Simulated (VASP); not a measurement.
# Cd4S3 (P-43m) in VASP: relaxation of cell and atoms with PBE

Aim: the relaxation of cell and atoms of Cd4S3 with PBE.

Program: VASP 6.6.1. These are calculated values, not measurements. Logs are shortened: lines on timing, memory, paths and dates and some standing lists are left out, and cuts for length are marked.

## Step 1: The cell of the first run

It takes space group P-43m (No. 215, cubic). The conventional cell has a = 5.677 Å, b = 5.677 Å, c = 5.677 Å, α = 90.00°, β = 90.00°, γ = 90.00°. Cd (site symmetry 3m) has 3 S at 2.59 Å and 3 Cd at 3.46 Å within 3.5 Å. S (site symmetry -42m) has 4 Cd at 2.59 Å within 3.4 Å.

The cell was generated, and may not be a known phase.

## Step 2: Relaxation of cell and atoms, PBE

File INCAR:

```
ALGO     = Normal         # electronic algorithm
EDIFF    = 1E-7           # SCF threshold, eV
EDIFFG   = -0.08          # ionic threshold
ENCUT    = 630            # plane-wave cutoff, eV
GGA      = PE             # functional
GGA_COMPAT= False        
IBRION   = 2              # ionic algorithm
ISIF     = 3              # what is computed and relaxed
ISMEAR   = 0              # smearing method
LASPH    = True           # aspherical terms in the spheres
LCHARG   = False          # write CHGCAR
LREAL    = False          # projectors in reciprocal space
LWAVE    = False          # write WAVECAR
NELM     = 120            # most SCF steps
NELMIN   = 4            
NSW      = 36             # ionic steps
PREC     = Accurate       # precision mode
SIGMA    = 0.2            # smearing width, eV
```

File KPOINTS:

```
k-points
0
Gamma
  3 3 3
```

File POSCAR:

```
Cd4S3
1.0
    5.6767912600      0.0000000000      0.0000000000
    0.0000000000      5.6767912600      0.0000000000
    0.0000000000      0.0000000000      5.6767912600
Cd S
4 3
Direct
    0.2842946100      0.7157053900      0.2842946100
    0.7157053900      0.2842946100      0.2842946100
    0.2842946100      0.2842946100      0.7157053900
    0.7157053900      0.7157053900      0.7157053900
    0.0000000000      0.0000000000      0.5000000000
    0.5000000000      0.0000000000      0.0000000000
    0.0000000000      0.5000000000      0.0000000000
```

Potentials or basis: VASP PAW PBE potentials, release 64 (Cd_sv_GW, S).

Started as:

```bash
$ cat potpaw_PBE.64/Cd_sv_GW/POTCAR potpaw_PBE.64/S/POTCAR > POTCAR
$ mpirun -np 1 vasp_std > vasp.out
```

OUTCAR:

```text
EDIFF = 1E-7
   EDIFFG = -0.08
   ENCUT = 630
   GGA = PE
   IBRION = 2
   ISIF = 3
   ISMEAR = 0
   LASPH = True
   LREAL = False
   NELM = 120
   NELMIN = 4
   NSW = 36
   PREC = Accurate

 ion  position               nearest neighbor table
   1  0.284  0.716  0.284-   5 2.59   6 2.59   7 2.59
   2  0.716  0.284  0.284-   5 2.59   6 2.59   7 2.59
   3  0.284  0.284  0.716-   5 2.59   6 2.59   7 2.59
   4  0.716  0.716  0.716-   5 2.59   6 2.59   7 2.59
   5  0.000  0.000  0.500-   1 2.59   2 2.59   3 2.59   4 2.59
   6  0.500  0.000  0.000-   1 2.59   2 2.59   3 2.59   4 2.59
   7  0.000  0.500  0.000-   1 2.59   2 2.59   3 2.59   4 2.59

  LATTYP: Found a simple cubic cell.
 ALAT       =     5.6767912600

  Lattice vectors:

 A1 = (   5.6767912600,   0.0000000000,   0.0000000000)
 A2 = (   0.0000000000,   5.6767912600,   0.0000000000)
 A3 = (   0.0000000000,   0.0000000000,   5.6767912600)

Analysis of symmetry for initial positions (statically):
=====================================================================
 Subroutine PRICEL returns:
 Original cell was already a primitive cell.

 Routine SETGRP: Setting up the symmetry group for a
 simple cubic supercell.

 Subroutine GETGRP returns: Found 24 space group operations
 (whereof 24 operations were pure point group operations)
 out of a pool of 48 trial point group operations.

The static configuration has the point symmetry T_d .

Analysis of symmetry for dynamics (positions and initial velocities):
=====================================================================
 Subroutine PRICEL returns:
 Original cell was already a primitive cell.

 Routine SETGRP: Setting up the symmetry group for a
 simple cubic supercell.

 Subroutine GETGRP returns: Found 24 space group operations
 (whereof 24 operations were pure point group operations)
 out of a pool of 48 trial point group operations.

The dynamic configuration has the point symmetry T_d .

 Subroutine INISYM returns: Found 24 space group operations
 (whereof 24 operations are pure point group operations),
 and found     1 'primitive' translations

----------------------------------------------------------------------------------------

                                     Primitive cell

  volume of cell :     182.9400

  direct lattice vectors                    reciprocal lattice vectors
     5.676791260  0.000000000  0.000000000     0.176155852  0.000000000  0.000000000
     0.000000000  5.676791260  0.000000000     0.000000000  0.176155852  0.000000000
     0.000000000  0.000000000  5.676791260     0.000000000  0.000000000  0.176155852

  length of vectors
     5.676791260  5.676791260  5.676791260     0.176155852  0.176155852  0.176155852

  position of ions in fractional coordinates (direct lattice)
     0.284294610  0.715705390  0.284294610
     0.715705390  0.284294610  0.284294610
     0.284294610  0.284294610  0.715705390
     0.715705390  0.715705390  0.715705390
     0.000000000  0.000000000  0.500000000
     0.500000000  0.000000000  0.000000000
     0.000000000  0.500000000  0.000000000

  ion indices of the primitive-cell ions
   primitive index   ion index
                 1           1
                 2           2
                 3           3
                 4           4
                 5           5
                 6           6
                 7           7

----------------------------------------------------------------------------------------

 KPOINTS: k-points

Automatic generation of k-mesh.
 Grid dimensions read from file:
 generate k-points for:    3    3    3

 Generating k-lattice:

  Cartesian coordinates                     Fractional coordinates (reciprocal lattice)
     0.058718617  0.000000000  0.000000000     0.333333333  0.000000000  0.000000000
     0.000000000  0.058718617  0.000000000     0.000000000  0.333333333  0.000000000
     0.000000000  0.000000000  0.058718617     0.000000000  0.000000000  0.333333333

  Length of vectors
     0.058718617  0.058718617  0.058718617

  Shift w.r.t. Gamma in fractional coordinates (k-lattice)
     0.000000000  0.000000000  0.000000000

 Subroutine IBZKPT returns following result:
 ===========================================

 Found      4 irreducible k-points:

 Following reciprocal coordinates:
            Coordinates               Weight
  0.000000  0.000000  0.000000      1.000000
  0.333333  0.000000  0.000000      6.000000
  0.333333  0.333333  0.000000     12.000000
  0.333333  0.333333  0.333333      8.000000
   k-points           NKPTS =      4   k-points in BZ     NKDIM =      4   number of bands    NBANDS=     58
   number of dos      NEDOS =    301   number of ions     NIONS =      7
   total plane-waves  NPLWV = 110592
   dimension x,y,z NGX =    48 NGY =   48 NGZ =   48
   dimension x,y,z NGXF=    96 NGYF=   96 NGZF=   96
   ions per type =               4   3
   NGX,Y,Z   is equivalent  to a cutoff of  14.06, 14.06, 14.06 a.u.
   NGXF,Y,Z  is equivalent  to a cutoff of  28.11, 28.11, 28.11 a.u.
 SYSTEM =  unknown system
   PREC   = accura    normal or accurate (medium, high low for compatibility)
   ISTART =      0    job   : 0-new  1-cont  2-samecut
   ICHARG =      2    charge: 1-file 2-atom 10-const
   ISPIN  =      1    spin polarized calculation?
   LNONCOLLINEAR =      F non collinear calculations
   LSORBIT =      F    spin-orbit coupling
   LASPH  =      T    aspherical Exc in radial PAW
   ENCUT  =  630.0 eV  46.30 Ry    6.80 a.u.  11.62 11.62 11.62*2*pi/ulx,y,z
   NELM   =    120;   NELMIN=  4; NELMDL= -5     # of ELM steps
   EDIFF  = 0.1E-06   stopping-criterion for ELM
   LREAL  =      F    real-space projection
   EDIFFG = -.8E-01   stopping-criterion for IOM
   NSW    =     36    number of steps for IOM
   IBRION =      2    ionic relax: 0-MD 1-quasi-New 2-CG
   NFREE  =      1    steps in history (QN), initial steepest desc. (CG)
   ISIF   =      3    stress and relaxation
   ISYM   =      2    0-nonsym 1-usesym 2-fastsym
   POTIM  = 0.5000    time-step for ionic-motion
   TEBEG  =    0.0;   TEEND  =   0.0 temperature during run
   PSTRESS=    0.0 pullay stress
   NELECT =      98.0000    total number of electrons
   NUPDOWN=      -1.0000    fix difference up-down
   EMIN   =  10.00;   EMAX   =-10.00  energy-range for DOS
   EFERMI =   0.00;   METHOD = LEGACY
   ISMEAR =     0;   SIGMA  =   0.20  broadening in eV -4-tet -1-fermi 0-gaus
   EFERMI_NEDOS =   21; number of points for ismear=-14 and -15
   IALGO  =     38    algorithm
   IMIX   =      4    mixing-type and parameters
     AMIX     =   0.40;   BMIX     =  1.00
     AMIX_MAG =   1.60;   BMIX_MAG =  1.00
  volume/ion in A,a.u.               =      26.13       176.36
  Fermi-wavevector in a.u.,A,eV,Ry     =   1.329578  2.512539 24.052087  1.767779
  Thomas-Fermi vector in A             =   2.458730
   LORBIT       =      0    0 simple, 1 ext, 2 COOP (PROOUT), +10 PAW based schemes
   GGA     = PE    functional components
   LHFCALC =     F    Hartree Fock is set to
   AEXX    =    0.0000 exact exchange contribution
   IVDW    =     0    specifies the selected vdW correction
   LEPSILON=     F    determine dielectric tensor
   LRPA    =     F    only Hartree local field effects (RPA)
 conjugate gradient relaxation of ions
 non-spin polarized calculation
 Gauss-broadening in eV      SIGMA  =   0.20
  energy-cutoff  :      630.00
  volume of cell :      182.94
 maximum number of plane-waves:      6619
 NGX is ok and might be reduce to    48
   NGX = 23   NGY = 23   NGZ = 23

--------------------------------------- Ionic step        1  -------------------------------------------

 number of electron      98.0000005 magnetization

 Free energy of the ion-electron system (eV)
  ---------------------------------------------------
  ext. energy  EPLUGINS =         0.00000000
  ---------------------------------------------------
  free energy    TOTEN  =       -18.22241585 eV

  energy without entropy =      -18.22241583  energy(sigma->0) =      -18.22241584

------------------------ aborting loop because EDIFF is reached ----------------------------------------

  FORCE on cell =-STRESS in cart. coord.  units (eV):
  Direction    XX          YY          ZZ          XY          YZ          ZX
  --------------------------------------------------------------------------------------
  -------------------------------------------------------------------------------------
  Total       -2.1544488     -2.1544488     -2.1544488      0.0000000      0.0000000     -0.0000000
  in kB      -18.8685268    -18.8685268    -18.8685268      0.0000000      0.0000000     -0.0000000
  external PRESSURE =     -18.8685268 kB  Pullay stress =       0.0000000 kB
[... 149 lines left out ...]
  energy  without entropy=      -18.2654098589  energy(sigma->0) =      -18.26540986

--------------------------------------- Ionic step        5  -------------------------------------------

 number of electron      97.9999939 magnetization

 Free energy of the ion-electron system (eV)
  ---------------------------------------------------
  ext. energy  EPLUGINS =         0.00000000
  ---------------------------------------------------
  free energy    TOTEN  =       -18.27060713 eV

  energy without entropy =      -18.27060713  energy(sigma->0) =      -18.27060713

 E-fermi :   3.8321     XC(G=0):  -9.5052

 val. band max:        3.0041034406   @ k =   0.3333   0.3333   0.0000
 cond. band min:       4.6434826674   @ k =   0.3333   0.0000   0.0000
 fundamental gap:      1.6393792268
 Fermi energy:         3.8320876040

 k-point     1 :       0.0000    0.0000    0.0000
  band No.  band energies     occupation
      1     -98.6060      2.00000
      2     -98.6057      2.00000
      3     -98.6057      2.00000
      4     -98.6057      2.00000
      5     -59.6642      2.00000
      6     -59.6642      2.00000
[... 267 lines left out ...]
  FREE ENERGIE OF THE ION-ELECTRON SYSTEM (eV)
  ---------------------------------------------------
  free  energy   TOTEN  =       -18.2706071330 eV

  energy  without entropy=      -18.2706071294  energy(sigma->0) =      -18.27060713

 reached required accuracy - stopping structural energy minimisation
```

It took 6.3 min on 1 thread of Intel Xeon Platinum 8375C at 2.90GHz (Ice Lake), shared host; peak memory 0.36 GiB.

What came out:

```
Free energy                           : -18.2706 eV
Relaxed volume                        : 24.99 Å³/atom
Relaxed cell                          : a = 5.592 Å, b = 5.592 Å, c = 5.592 Å, α = 90.00°, β = 90.00°, γ = 90.00°
Space group after relaxing (to 0.1 Å) : P-43m (No. 215)
Energy gained by relaxing             : 6.9 meV/atom
Ionic steps                           : 5
Pressure after relaxing               : 0.0 GPa
Largest force after relaxing          : 0.057 eV/Å
Band gap on the k mesh                : 1.64 eV (least direct gap 1.93 eV)
```

Forces on the atoms (eV/Å):
```
Cd   0.033 -0.033  0.033
Cd  -0.033  0.033  0.033
Cd   0.033  0.033 -0.033
Cd  -0.033 -0.033 -0.033
S    0.000  0.000  0.000
S    0.000  0.000  0.000
S    0.000  0.000  0.000
```

The path:
```tsv
step	energy change (eV)	largest force (eV/Å)	pressure (GPa)	volume (Å³)
1	0.0000	0.0842	-1.89	182.94
2	-0.0385	0.1644	0.42	174.91
3	-0.0406	0.1178	-0.04	176.35
4	-0.0430	0.0999	-0.03	175.99
5	-0.0482	0.0571	-0.01	174.90
```

Final structure:
```
CELL_PARAMETERS angstrom
5.59242 0.00000 0.00000
0.00000 5.59242 0.00000
0.00000 0.00000 5.59242
ATOMIC_POSITIONS crystal
Cd 0.28617 0.71383 0.28617
Cd 0.71383 0.28617 0.28617
Cd 0.28617 0.28617 0.71383
Cd 0.71383 0.71383 0.71383
S 0.00000 0.00000 0.50000
S 0.50000 0.00000 0.00000
S 0.00000 0.50000 0.00000
```

Caveat: an odd mesh through Γ misses points on the zone boundary, where band edges can lie; the relaxation stopped at a loose force limit of 0.08 eV/Å, so its end isn't a converged minimum.
